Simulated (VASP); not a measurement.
A run of VASP 6.6.1 is set up as follows.

Contents of INCAR:

```
SYSTEM = CO2
PREC = Accurate
ENCUT = 910
EDIFF = 1E-6
ISMEAR = 0
SIGMA = 0.01
LREAL = .FALSE.
LASPH = .TRUE.
NELM = 120
ALGO = Normal
ISIF = 2
LWAVE = .FALSE.
LCHARG = .TRUE.
GGA = PS
LELF = .TRUE.
LVHAR = .TRUE.
NBANDS = 25
GGA_COMPAT = .FALSE.
```

Contents of KPOINTS:

```
Automatic mesh
0
G
  6 6 6
  0 0 0
```

File POSCAR:

```
CO2
1.0
    4.1089710000      0.0000000000      0.0000000000
    0.3128408337      4.0970444581      0.0000000000
   -2.2109054553     -2.0485218014      2.7926865517
C O
2 4
Direct
    0.7500000000      0.2500000000      0.5000000000
    0.0000000000      0.0000000000      0.0000000000
    0.7097980000      0.1250000000      0.0847980000
    0.0402020000      0.6250000000      0.9152020000
    0.3750000000      0.2902020000      0.4152020000
    0.8750000000      0.9597980000      0.5847980000
```

Potentials or basis: VASP PAW PBE potentials, release 64 (C_h, O_h).

The run is started by

```sh
$ cat potpaw_PBE.64/C_h/POTCAR potpaw_PBE.64/O_h/POTCAR > POTCAR
$ mpirun -np 1 vasp_std > vasp.out
```

(1) Predict the band gap on the k mesh.

(2) What does it give for the pressure?

(3) Estimate the largest force.

## Answers

(1) 7.57 eV (least direct gap 8.04 eV).

(2) -6.9 GPa.

(3) 0.185 eV/Å.

Caveat: the cutoff is under 1.25 times the usual one of these potentials, so pressure, stress and relaxed cells hold a basis-set (Pulay) error; the cell stands under tension; the PAW data sets were made with another functional, which shifts forces and pressure a little.
